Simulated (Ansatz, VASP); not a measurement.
One calculation of AlAu2, two programs

```
Al Au
1.0
    -1.69889    1.69889    4.09467
     1.69889   -1.69889    4.09467
     1.69889    1.69889   -4.09467
Al Au
1 2
Cartesian
  0.0000 0.0000 0.0000
  0.0000 0.0000 5.3334
  0.0000 0.0000 2.8559
```

Alike in both runs: task single point; functional LDA; k mesh 16 × 16 × 16; occupations gaussian, width 0.15 eV; no spin polarisation.

|  | VASP | Ansatz |
| --- | --- | --- |
| version | VASP 6.6.1 | Ansatz 0.2.0 |
| potentials or method | VASP PAW LDA potentials, release 64 (Al, Au), cutoff 520 eV | scalar-relativistic, plane waves, PAW |
| valence electrons in the cell | 25 | 41 |

|  | VASP | Ansatz | Ansatz less VASP |
| --- | --- | --- | --- |
| gap on the k mesh at the Fermi level (eV) | none | none | - |
| pressure (GPa) | 5.6 | 5.3 | -0.39 |
| traceless stress, the component that is largest in VASP (GPa) | 13.99 | 13.83 | -0.160 |
| rms of the force components (eV/Å) | 1.252 | 1.242 | -0.0104 |

LDA's correlation is that of Perdew and Zunger in VASP and of Perdew and Wang (1992) in Ansatz. Atom by atom the forces differ by 0.010 eV/Å (rms over components). A gap of «none» marks a metal or a gap that the smearing closes. VASP's potentials hold 25 valence electrons a cell and Ansatz's 41, so a difference there can come from the potentials and not from the codes.

Spin-orbit coupling is off throughout.
